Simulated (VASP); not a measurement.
Runs of VASP 6.6.1 on KI. It takes space group Fm-3m (No. 225, cubic). Conventional cell: a = 7.089 Å, b = 7.089 Å, c = 7.089 Å, α = 90.00°, β = 90.00°, γ = 90.00°. Within 4.7 Å of K (site symmetry m-3m) lie 6 I at 3.54 Å. Within 4.7 Å of I (site symmetry m-3m) lie 6 K at 3.54 Å. 

```tsv
level	k mesh	grid for exact exchange (PRECFOCK)	screening parameter	gap on the mesh (eV)	pressure (GPa)
PBEsol	4 × 4 × 4	-	-	3.79	-0.4
PBEsol	5 × 5 × 5	-	-	3.79	-0.4
HSE06	4 × 4 × 4	Normal	0.2079 1/Å	4.93	0.3
HSE06	2 × 2 × 2	Normal	0.2079 1/Å	4.97	(a)
```

Alike in all rows: task single point; potentials or basis VASP PAW PBE potentials, release 64 (K_sv, I); no spin polarisation; cell as given; cutoff (eV) 520; smearing gaussian 0.01 eV.

Q: Estimate the missing entries.

A: (a) 0.8.

Caveats: some runs use coarse meshes; the PAW data sets were made with another functional, which shifts forces and pressure a little; spin-orbit coupling is left out, which moves the levels of the heavy elements.

A k mesh can miss the band edges, and the runs leave out spin-orbit coupling on I.
